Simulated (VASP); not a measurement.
Input of a VASP 6.6.1 run:

Contents of INCAR:

```
PREC     = Accurate       # precision mode
ENCUT    = 600            # plane-wave cutoff, eV
EDIFF    = 1E-6           # SCF threshold, eV
ISMEAR   = 0              # smearing method
SIGMA    = 0.1            # smearing width, eV
LREAL    = False          # projectors in reciprocal space
LASPH    = True           # aspherical terms in the spheres
NELM     = 80             # most SCF steps
ALGO     = Normal         # electronic algorithm
ISIF     = 3              # what is computed and relaxed
LWAVE    = False          # write WAVECAR
LCHARG   = False          # write CHGCAR
GGA      = PE             # functional
IBRION   = 2              # ionic algorithm
NSW      = 90             # ionic steps
EDIFFG   = -0.04          # ionic threshold
```

The input KPOINTS:

```
Automatic mesh
0
Gamma
  4 4 6
```

File POSCAR:

```
BaTe
1.0
    4.9327051700      0.0000000000      0.0000000000
    0.0000000000      4.9327051700      0.0000000000
    0.0000000000      0.0000000000      3.5544620400
Ba Te
1 1
Direct
    0.5000000000      0.5000000000      0.0035760100
    0.0000000000      0.0000000000      0.6709462500
```

Potentials or basis: VASP PAW PBE potentials, release 64 (Ba_sv, Te).

Run with:

```console
$ cat potpaw_PBE.64/Ba_sv/POTCAR potpaw_PBE.64/Te/POTCAR > POTCAR
$ mpirun -np 1 vasp_std > vasp.out
```

(1) Estimate the relaxed cell.

(2) What does it give for the space group after relaxing (to 0.1 Å)?

(3) Estimate the relaxed volume.

Answers

(1) a = 4.276 Å, b = 4.276 Å, c = 4.264 Å, α = 90.00°, β = 90.00°, γ = 90.00°.

(2) Pm-3m (No. 221).

(3) 38.98 Å³/atom.

Caveat: a cell axis changed by over 15 % at a fixed basis, so the end point is rough.
